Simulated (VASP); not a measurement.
**CS2: single point with PBE+D3(BJ)**

The system is CS2.

```
S C
1.0
     8.43433    0.00000    0.00000
     0.00000    8.43433    0.00000
     0.00000    0.00000    8.43433
S C
12 6
Direct
  0.86885 0.31865 0.08480
  0.14533 0.28305 0.82484
  0.80274 0.79705 0.24075
  0.85657 0.00942 0.53071
  0.55748 0.94332 0.90298
  0.29391 0.84438 0.65581
  0.50106 0.27957 0.46979
  0.15414 0.39938 0.40543
  0.48490 0.29142 0.06578
  0.57523 0.49673 0.77878
  0.39138 0.89923 0.29870
  0.21939 0.68526 0.05111
  0.00511 0.29727 0.95485
  0.83460 0.90279 0.38732
  0.42258 0.90937 0.77641
  0.32102 0.33977 0.44101
  0.52116 0.40406 0.92588
  0.31667 0.79565 0.15720
```

```yaml
Program: VASP 6.6.1
Task: single point
Functional: PBE
Dispersion: D3(BJ)
Potentials_or_basis: VASP PAW PBE potentials, release 64 (S, C)
Cutoff: 520 eV
k_mesh: 1 × 1 × 1
Occupations: fermi-dirac, width 0.02 eV
Spin: no spin polarisation
Dipole_correction: no
Further_INCAR_settings: LREAL = Auto; ALGO = Normal; EDIFF = 1e-06; NBANDS = 63
```

```
Pressure                   : -0.9 GPa
Largest force              : 3.604 eV/Å
Dispersion energy per atom : -0.122 eV
```

Forces on the atoms (eV/Å):
```
S    1.540 -0.297 -1.243
S   -1.953  0.116  1.836
S    0.071 -0.419 -0.456
S    0.399  1.180  1.633
S   -1.085 -0.036 -1.030
S    0.654  0.707  0.661
S   -2.179  0.649 -0.253
S   -1.196  0.454 -0.187
S   -0.529 -0.231  0.405
S    0.100  0.827 -0.618
S   -0.322 -0.727 -1.474
S   -0.496 -0.600 -0.997
C    0.503  0.160 -0.415
C   -0.358 -0.807 -1.203
C    0.328 -0.897  0.227
C    3.425 -1.062  0.364
C    0.294 -0.449  0.214
C    0.804  1.433  2.535
```

Stress tensor (GPa, compression positive):
```
-2.04  0.28  0.50
 0.28  0.05 -0.11
 0.50 -0.11 -0.59
```

Levels at points of the mesh, in eV from the Fermi level:
```
           k point  band 45  band 46  band 47  band 48  band 49  band 50  band 51  band 52
(0.00, 0.00, 0.00)    -0.76    -0.73    -0.72    -0.51     2.56     2.59     2.70     2.74
```

It took 39 s on 1 thread of AMD EPYC 9R45 96-Core Processor (Zen 5) (shared host), peak memory 0.48 GiB.

Caveat: the k points lie up to 0.74 Å⁻¹ apart; the atoms stand as in a frame of molecular dynamics.
